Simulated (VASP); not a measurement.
Here is a VASP 6.6.1 calculation.

The input INCAR:

```
SYSTEM = Ru
ALGO = Normal
EDIFF = 1E-6
ENCUT = 500
GGA = PE
GGA_COMPAT = .False.
ISIF = 2
ISMEAR = 1
LASPH = .True.
LCHARG = .False.
LREAL = .False.
LWAVE = .False.
NBANDS = 13
NELM = 120
PREC = Accurate
SIGMA = 0.25
```

Contents of KPOINTS:

```
k-points
0
Gamma
  10 10 10
  0 0 0
```

Contents of POSCAR:

```
Ru
1.0
    0.0000000000      1.9150000000      1.9150000000
    1.9150000000      0.0000000000      1.9150000000
    1.9150000000      1.9150000000      0.0000000000
Ru
1
Direct
    0.0000000000      0.0000000000      0.0000000000
```

Potentials or basis: VASP PAW PBE potentials, release 64 (Ru_pv).

The run is started by

```console
$ cat potpaw_PBE.64/Ru_pv/POTCAR > POTCAR
$ mpirun -np 1 vasp_std > vasp.out
```

Problem. What does it give for the band gap on the k mesh?

Solution. Zero (bands 7 and 8 overlap by 3.42 eV).

Problem. Predict the pressure.

Solution. -4.0 GPa.

Caveat: the cell stands under tension; an empty level that is flat over the whole mesh can mark a ghost state of the potentials, or a narrow d or f band.
